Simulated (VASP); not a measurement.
Au: single point with PBEsol

Crystal: Au.

```
CELL_PARAMETERS angstrom
1.51837 1.51837 1.51837
-1.51837 1.51837 1.51837
-1.51837 -1.51837 1.51837
ATOMIC_POSITIONS crystal
Au 0.00000 0.00000 0.00000
```

- Program: VASP 6.6.1
- Task: single point
- Functional: PBEsol
- Potentials or basis: VASP PAW PBE potentials, release 64 (Au)
- Cutoff: 500 eV
- k mesh: 9 × 9 × 9
- Occupations: fermi-dirac, width 0.05 eV
- Spin: no spin polarisation

```yaml
Pressure: 59.7 GPa
```

Levels at points of the mesh, in eV from the Fermi level:
```tsv
k point	band 2	band 3	band 4	band 5	band 6	band 7	band 8	band 9	band 10	band 11
(0.00, 0.00, 0.00)	-5.98	-5.98	-5.98	-3.33	-3.33	16.45	16.45	16.45	27.39	27.39
```

Wall time 4.4 s on 1 thread of Intel(R) Xeon(R) Platinum 8488C (Sapphire Rapids) (shared host), peak memory 0.12 GiB.

Caveat: the PAW data sets were made with another functional, which shifts forces and pressure a little; spin-orbit coupling is left out, which moves the levels of the heavy elements.
